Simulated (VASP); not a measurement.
# HC18N in VASP: further runs

Runs on HC18N. Level: PBE. Tasks: single point.

Program: VASP 6.6.1. These are calculated values, not measurements. Logs are shortened: lines on timing, memory, paths and dates and some standing lists are left out, and cuts for length are marked.

## 1. The cell of the first run

The cell holds a slab with vacuum, 20 atoms: a = 7.398 Å, b = 7.398 Å, c = 12.000 Å, α = 90.00°, β = 90.00°, γ = 120.00°.

## 2. Single point, PBE

Input file INCAR:

```
ALGO = Normal
EDIFF = 1E-7
ENCUT = 520
GGA = PE
ISIF = 2
ISMEAR = -1
LASPH = True
LCHARG = False
LREAL = Auto
LWAVE = False
NBANDS = 55
NELM = 80
PREC = Accurate
SIGMA = 0.05
```

Input file KPOINTS:

```
k-points
0
Gamma
  2 2 1
```

Input file POSCAR:

```
HC18N
1.0
    7.3980000000      0.0000000000      0.0000000000
   -3.6990000000      6.4068560000      0.0000000000
    0.0000000000      0.0000000000     12.0000000000
C N H
18 1 1
Direct
    0.0162536543      0.0071796525      0.0789355833
    0.2393427667      0.1182054037      0.0765428333
    0.0162883450      0.3376556302      0.0794007500
    0.2368232087      0.4484617728      0.0758915833
    0.0165137087      0.6701355548      0.0767121667
    0.2396826803      0.7813404890      0.0791599167
    0.3516701282      0.0071364176      0.0811421667
    0.5688019420      0.1155276473      0.0900537500
    0.3495893949      0.3381947401      0.0767779167
    0.5734792092      0.4471463070      0.0755283333
    0.3454801972      0.6692942685      0.0796252500
    0.5718521972      0.7725467843      0.0982885833
    0.6826012486      0.0032316943      0.1108818333
    0.9086946858      0.1170098095      0.0864182500
    0.6828496981      0.3367302153      0.0814647500
    0.9055871257      0.4497955003      0.0800176667
    0.6883448586      0.6665242671      0.0740802500
    0.9052846689      0.7805858287      0.0761599167
    0.6413957138      0.8484367371      0.2152310833
    0.5053674699      0.7728514579      0.2610200833
```

Potentials or basis: VASP PAW PBE potentials, release 64 (C, N, H).

On the command line:

```sh
$ cat potpaw_PBE.64/C/POTCAR potpaw_PBE.64/N/POTCAR potpaw_PBE.64/H/POTCAR > POTCAR
$ mpirun -np 1 vasp_std > vasp.out
```

OUTCAR:

```text
EDIFF = 1E-7
   ENCUT = 520
   GGA = PE
   ISIF = 2
   ISMEAR = -1
   LASPH = True
   LREAL = Auto
   NELM = 80
   PREC = Accurate

 ion  position               nearest neighbor table
   1  0.016  0.007  0.079-  14 1.40   2 1.43  18 1.45
   2  0.239  0.118  0.077-   9 1.41   1 1.43   7 1.43
   3  0.016  0.338  0.079-   4 1.41  14 1.42  16 1.43
   4  0.237  0.448  0.076-   3 1.41  11 1.42   9 1.43
   5  0.017  0.670  0.077-  16 1.41  18 1.42   6 1.43
   6  0.240  0.781  0.079-  11 1.40   5 1.43   7 1.45
   7  0.352  0.007  0.081-   8 1.40   2 1.43   6 1.45
   8  0.569  0.116  0.090-   7 1.40  15 1.42  13 1.47
   9  0.350  0.338  0.077-   2 1.41   4 1.43  10 1.43
  10  0.573  0.447  0.076-  17 1.41  15 1.41   9 1.43
  11  0.345  0.669  0.080-   6 1.40   4 1.42  12 1.47
  12  0.572  0.773  0.098-  17 1.46  11 1.47  13 1.49  19 1.50
  13  0.683  0.003  0.111-   8 1.47  14 1.48  12 1.49  19 1.62
  14  0.909  0.117  0.086-   1 1.40   3 1.42  13 1.48
  15  0.683  0.337  0.081-  10 1.41   8 1.42  16 1.43
  16  0.906  0.450  0.080-   5 1.41  15 1.43   3 1.43
  17  0.688  0.667  0.074-  18 1.39  10 1.41  12 1.46
  18  0.905  0.781  0.076-  17 1.39   5 1.42   1 1.45
  19  0.641  0.848  0.215-  20 1.03  12 1.50  13 1.62
  20  0.505  0.773  0.261-  19 1.03

  LATTYP: Found a hexagonal cell.
 ALAT       =     7.3980000000
 C/A-ratio  =     1.6220600162

  Lattice vectors:

 A1 = (   7.3980000000,   0.0000000000,   0.0000000000)
 A2 = (  -3.6990000000,   6.4068560000,   0.0000000000)
 A3 = (   0.0000000000,   0.0000000000,  12.0000000000)

Analysis of symmetry for initial positions (statically):
=====================================================================
 Subroutine PRICEL returns:
 Original cell was already a primitive cell.

 Routine SETGRP: Setting up the symmetry group for a
 hexagonal supercell.

 Subroutine GETGRP returns: Found  1 space group operations
 (whereof  1 operations were pure point group operations)
 out of a pool of 24 trial point group operations.

The static configuration has the point symmetry C_1 .

Analysis of symmetry for dynamics (positions and initial velocities):
=====================================================================
 Subroutine PRICEL returns:
 Original cell was already a primitive cell.

 Routine SETGRP: Setting up the symmetry group for a
 hexagonal supercell.

 Subroutine GETGRP returns: Found  1 space group operations
 (whereof  1 operations were pure point group operations)
 out of a pool of 24 trial point group operations.

The dynamic configuration has the point symmetry C_1 .

 Subroutine INISYM returns: Found  1 space group operations
 (whereof  1 operations are pure point group operations),
 and found     1 'primitive' translations

----------------------------------------------------------------------------------------

                                     Primitive cell

  volume of cell :     568.7750

  direct lattice vectors                    reciprocal lattice vectors
     7.398000000  0.000000000  0.000000000     0.135171668  0.078041398  0.000000000
    -3.699000000  6.406856000  0.000000000     0.000000000  0.156082796  0.000000000
     0.000000000  0.000000000 12.000000000     0.000000000  0.000000000  0.083333333

  length of vectors
     7.398000000  7.398000054 12.000000000     0.156082797  0.156082796  0.083333333

  position of ions in fractional coordinates (direct lattice)
     0.016253654  0.007179652  0.078935583
     0.239342767  0.118205404  0.076542833
     0.016288345  0.337655630  0.079400750
     0.236823209  0.448461773  0.075891583
     0.016513709  0.670135555  0.076712167
     0.239682680  0.781340489  0.079159917
[... 12 lines left out ...]
     0.641395714  0.848436737  0.215231083
     0.505367470  0.772851458  0.261020083

  ion indices of the primitive-cell ions
   primitive index   ion index
                 1           1
                 2           2
                 3           3
                 4           4
                 5           5
                 6           6
[... 12 lines left out ...]
                19          19
                20          20

----------------------------------------------------------------------------------------

 KPOINTS: k-points

Automatic generation of k-mesh.
 Grid dimensions read from file:
 generate k-points for:    2    2    1

 Generating k-lattice:

  Cartesian coordinates                     Fractional coordinates (reciprocal lattice)
     0.067585834  0.039020699  0.000000000     0.500000000  0.000000000  0.000000000
     0.000000000  0.078041398  0.000000000     0.000000000  0.500000000  0.000000000
     0.000000000  0.000000000  0.083333333     0.000000000  0.000000000  1.000000000

  Length of vectors
     0.078041399  0.078041398  0.083333333

  Shift w.r.t. Gamma in fractional coordinates (k-lattice)
     0.000000000  0.000000000  0.000000000

 Subroutine IBZKPT returns following result:
 ===========================================

 Found      4 irreducible k-points:

 Following reciprocal coordinates:
            Coordinates               Weight
  0.000000  0.000000  0.000000      1.000000
  0.500000  0.000000  0.000000      1.000000
  0.000000  0.500000  0.000000      1.000000
  0.500000  0.500000  0.000000      1.000000
   k-points           NKPTS =      4   k-points in BZ     NKDIM =      4   number of bands    NBANDS=     55
   number of dos      NEDOS =    301   number of ions     NIONS =     20
   total plane-waves  NPLWV = 282240
   dimension x,y,z NGX =    56 NGY =   56 NGZ =   90
   dimension x,y,z NGXF=   112 NGYF=  112 NGZF=  180
   ions per type =              18   1   1
   NGX,Y,Z   is equivalent  to a cutoff of  12.58, 12.58, 12.47 a.u.
   NGXF,Y,Z  is equivalent  to a cutoff of  25.17, 25.17, 24.94 a.u.
 SYSTEM =  unknown system
   PREC   = accura    normal or accurate (medium, high low for compatibility)
   ISTART =      0    job   : 0-new  1-cont  2-samecut
   ICHARG =      2    charge: 1-file 2-atom 10-const
   ISPIN  =      1    spin polarized calculation?
   LNONCOLLINEAR =      F non collinear calculations
   LSORBIT =      F    spin-orbit coupling
   LASPH  =      T    aspherical Exc in radial PAW
   ENCUT  =  520.0 eV  38.22 Ry    6.18 a.u.  13.76 13.76 22.31*2*pi/ulx,y,z
   NELM   =     80;   NELMIN=  2; NELMDL= -5     # of ELM steps
   EDIFF  = 0.1E-06   stopping-criterion for ELM
   LREAL  =      T    real-space projection
   EDIFFG = 0.1E-05   stopping-criterion for IOM
   NSW    =      0    number of steps for IOM
   IBRION =     -1    ionic relax: 0-MD 1-quasi-New 2-CG
   NFREE  =      0    steps in history (QN), initial steepest desc. (CG)
   ISIF   =      2    stress and relaxation
   ISYM   =      2    0-nonsym 1-usesym 2-fastsym
   POTIM  = 0.5000    time-step for ionic-motion
   TEBEG  =    0.0;   TEEND  =   0.0 temperature during run
   PSTRESS=    0.0 pullay stress
   NELECT =      78.0000    total number of electrons
   NUPDOWN=      -1.0000    fix difference up-down
   EMIN   =  10.00;   EMAX   =-10.00  energy-range for DOS
   EFERMI =   0.00;   METHOD = LEGACY
   ISMEAR =    -1;   SIGMA  =   0.05  broadening in eV -4-tet -1-fermi 0-gaus
   EFERMI_NEDOS =   21; number of points for ismear=-14 and -15
   IALGO  =     38    algorithm
   IMIX   =      4    mixing-type and parameters
     AMIX     =   0.40;   BMIX     =  1.00
     AMIX_MAG =   1.60;   BMIX_MAG =  1.00
  volume/ion in A,a.u.               =      28.44       191.91
  Fermi-wavevector in a.u.,A,eV,Ry     =   0.844228  1.595359  9.697146  0.712720
  Thomas-Fermi vector in A             =   1.959222
   LORBIT       =      0    0 simple, 1 ext, 2 COOP (PROOUT), +10 PAW based schemes
   GGA     = PE    functional components
   LHFCALC =     F    Hartree Fock is set to
   AEXX    =    0.0000 exact exchange contribution
   IVDW    =     0    specifies the selected vdW correction
   LEPSILON=     F    determine dielectric tensor
   LRPA    =     F    only Hartree local field effects (RPA)
 non-spin polarized calculation
  energy-cutoff  :      520.00
  volume of cell :      568.78
 maximum number of plane-waves:     15363
 NGX is ok and might be reduce to    56
   NGX = 27   NGY = 27   NGZ = 45

 number of electron      78.0000001 magnetization

 Free energy of the ion-electron system (eV)
  ---------------------------------------------------
  ext. energy  EPLUGINS =         0.00000000
  ---------------------------------------------------
  free energy    TOTEN  =      -174.38505943 eV

  energy without entropy =     -174.36816261  energy(sigma->0) =     -174.37661102

 E-fermi :  -1.5790     XC(G=0):  -3.8470

 val. band max:       -1.6858692211   @ k =   0.0000   0.0000   0.0000
 cond. band min:      -1.4719451325   @ k =   0.0000   0.0000   0.0000
 fundamental gap:      0.2139240886
 Fermi energy:        -1.5789806541

 k-point     1 :       0.0000    0.0000    0.0000
  band No.  band energies     occupation
      1     -22.1540      2.00000
      2     -20.4580      2.00000
      3     -18.7076      2.00000
      4     -18.6590      2.00000
      5     -18.6016      2.00000
      6     -18.5579      2.00000
[... 43 lines left out ...]
     50       3.7814      0.00000
     51       4.4919      0.00000

 k-point     2 :       0.5000    0.0000    0.0000
  band No.  band energies     occupation
      1     -22.0574      2.00000
      2     -20.5067      2.00000
      3     -19.8737      2.00000
      4     -19.2170      2.00000
      5     -18.2664      2.00000
      6     -16.7853      2.00000
[... 43 lines left out ...]
     50       4.1776      0.00000
     51       4.1947      0.00000

 k-point     3 :       0.0000    0.5000    0.0000
  band No.  band energies     occupation
      1     -22.0532      2.00000
      2     -20.5442      2.00000
      3     -19.8114      2.00000
      4     -19.2867      2.00000
      5     -18.1548      2.00000
      6     -16.8824      2.00000
[... 43 lines left out ...]
     50       4.1708      0.00000
     51       4.3638      0.00000

 k-point     4 :       0.5000    0.5000    0.0000
  band No.  band energies     occupation
      1     -22.0572      2.00000
      2     -20.5112      2.00000
      3     -19.8721      2.00000
      4     -19.2004      2.00000
      5     -18.2881      2.00000
      6     -16.8056      2.00000
[... 43 lines left out ...]
     50       4.0654      0.00000
     51       4.2164      0.00000
 [bands above 51 left out]

------------------------ aborting loop because EDIFF is reached ----------------------------------------

  FORCE on cell =-STRESS in cart. coord.  units (eV):
  Direction    XX          YY          ZZ          XY          YZ          ZX
  --------------------------------------------------------------------------------------
  -------------------------------------------------------------------------------------
  Total        4.2930514      4.2157419     -0.1964081     -1.0280230      3.6141179     -2.0518760
  in kB       12.0930580     11.8752854     -0.5532601     -2.8958289     10.1805764     -5.7799112
  external PRESSURE =       7.8050278 kB  Pullay stress =       0.0000000 kB

 VOLUME and BASIS-vectors are now :
 -----------------------------------------------------------------------------
  energy-cutoff  :      520.00
  volume of cell :      568.78
      direct lattice vectors                 reciprocal lattice vectors
     7.398000000  0.000000000  0.000000000     0.135171668  0.078041398  0.000000000
    -3.699000000  6.406856000  0.000000000     0.000000000  0.156082796  0.000000000
     0.000000000  0.000000000 12.000000000     0.000000000  0.000000000  0.083333333

 POSITION                                       TOTAL-FORCE (eV/Angst)
 -----------------------------------------------------------------------------------
      0.09369      0.04600      0.94723         0.023062     -0.055418      0.017303
      1.33342      0.75732      0.91851         0.023674     -0.059174     -0.014600
     -1.12849      2.16331      0.95281         0.060943     -0.099573      0.051652
      0.09316      2.87323      0.91070         0.046171     -0.128501     -0.066042
     -2.35666      4.29346      0.92055         0.061039     -0.096445     -0.037104
     -1.11701      5.00594      0.94992         0.074553     -0.080621      0.055579
[... 12 lines left out ...]
      1.60668      5.43581      2.58277        -0.427145      0.798374     -0.235088
      0.87993      4.95155      3.13224        -0.641781      1.122150     -0.026978
 -----------------------------------------------------------------------------------
    total drift:                                0.009853      0.011765     -0.022308

  FREE ENERGIE OF THE ION-ELECTRON SYSTEM (eV)
  ---------------------------------------------------
  free  energy   TOTEN  =      -174.3850594268 eV

  energy  without entropy=     -174.3681626131  energy(sigma->0) =     -174.37661102
```

It took 3.1 min on 1 thread of Intel Xeon 6975P-C (Granite Rapids), shared host; peak memory 0.6 GiB.

What came out:

* Free energy: -174.3851 eV
* Largest force: 1.293 eV/Å
* Band gap on the k mesh: 0.21 eV

Forces in eV/Å, atoms in the order of the input:
```
C    0.023 -0.055  0.017
C    0.024 -0.059 -0.015
C    0.061 -0.100  0.052
C    0.046 -0.129 -0.066
C    0.061 -0.096 -0.037
C    0.075 -0.081  0.056
C    0.051 -0.072  0.066
C    0.039 -0.137  0.265
C    0.020 -0.076 -0.077
C    0.089 -0.087 -0.261
C    0.091 -0.067  0.032
C    0.147 -0.177  0.086
C    0.048 -0.236  0.668
C    0.074 -0.113  0.209
C    0.062 -0.109 -0.003
C    0.044 -0.093  0.011
C    0.087 -0.107 -0.593
C    0.027 -0.128 -0.148
N   -0.427  0.798 -0.235
H   -0.642  1.122 -0.027
```

Caveat: the k points lie up to 0.49 Å⁻¹ apart.

## 3. Single point, PBE

Input file INCAR:

```
PREC = Accurate
ENCUT = 520
EDIFF = 1E-6
ISMEAR = -1
SIGMA = 0.05
LREAL = Auto
LASPH = True
NELM = 80
ALGO = Normal
ISIF = 2
LWAVE = False
LCHARG = True
GGA = PE
LELF = True
LVHAR = True
NBANDS = 55
```

Input file KPOINTS:

```
regular mesh
0
Gamma
  2 2 1
```

Input file POSCAR:

```
HC18N
1.0
    7.3980000000      0.0000000000      0.0000000000
   -3.6990000000      6.4068560000      0.0000000000
    0.0000000000      0.0000000000     12.0000000000
C N H
18 1 1
Direct
    0.0192906447      0.0083604189      0.0789667500
    0.2420974613      0.1200602917      0.0772819167
    0.0186024687      0.3443739020      0.0775170000
    0.2415055392      0.4561476019      0.0788205833
    0.0193711096      0.6771669287      0.0782234167
    0.2401441472      0.7869227902      0.0771535000
    0.3524932811      0.0100425232      0.0786990000
    0.5758461750      0.1235955670      0.0793355000
    0.3540153823      0.3430264392      0.0802559167
    0.5721908797      0.4516066851      0.0864795000
    0.3476359278      0.6742331964      0.0806608333
    0.5737530086      0.7930396750      0.1012693333
    0.6899664247      0.0182104920      0.0812142500
    0.9076484865      0.1226824826      0.0789460000
    0.6855800216      0.3437885915      0.0812785833
    0.9081864597      0.4544988993      0.0796833333
    0.6870607165      0.6764853151      0.1025368333
    0.9116417133      0.7900403880      0.0831905000
    0.6421815098      0.7853294970      0.2183530000
    0.5051304967      0.6950925696      0.2609669167
```

Potentials or basis: VASP PAW PBE potentials, release 64 (C, N, H).

On the command line:

```sh
$ cat potpaw_PBE.64/C/POTCAR potpaw_PBE.64/N/POTCAR potpaw_PBE.64/H/POTCAR > POTCAR
$ mpirun -np 1 vasp_std > vasp.out
```

It took 3 min on 1 thread of Intel Xeon 6975P-C (Granite Rapids), shared host; peak memory 0.59 GiB.

Results (log left out):

- Free energy: -174.4690 eV
- Largest force: 1.365 eV/Å
- Band gap on the k mesh: 0.18 eV

Forces on the atoms (eV/Å):
```
C    0.084 -0.173  0.008
C    0.015 -0.023 -0.003
C   -0.083  0.115 -0.026
C   -0.012  0.177  0.056
C   -0.041  0.127  0.005
C   -0.169  0.150 -0.070
C   -0.125 -0.046 -0.043
C    0.135  0.082 -0.194
C    0.096  0.104  0.041
C   -0.149 -0.070  0.175
C    0.137 -0.077  0.065
C   -0.359  0.758  0.222
C   -0.007  0.293 -1.051
C   -0.322 -0.017 -0.080
C   -0.052  0.101 -0.015
C    0.014 -0.037 -0.005
C   -0.375  0.202  1.229
C    0.139  0.277  0.079
N    0.660 -1.133 -0.380
H    0.415 -0.809 -0.013
```

Levels at points of the mesh, in eV from the valence-band top:
| k point | band 36 | band 37 | band 38 | band 39 | band 40 | band 41 | band 42 | band 43 |
| --- | --- | --- | --- | --- | --- | --- | --- | --- |
| (0.00, 0.00, 0.00) | -2.77 | -2.19 | -1.11 | 0.00 | 0.18 | 1.22 | 2.82 | 3.34 |
| (0.50, 0.00, 0.00) | -2.58 | -2.38 | -2.05 | -1.05 | 1.06 | 2.06 | 2.59 | 2.61 |
| (0.00, 0.50, 0.00) | -2.58 | -2.38 | -2.16 | -1.06 | 1.08 | 2.11 | 2.56 | 2.63 |
| (0.50, 0.50, 0.00) | -2.63 | -2.44 | -2.12 | -0.57 | 0.41 | 2.16 | 2.57 | 2.87 |

Caveat: the k points lie up to 0.49 Å⁻¹ apart.

(Continued in part 2 of 2.)
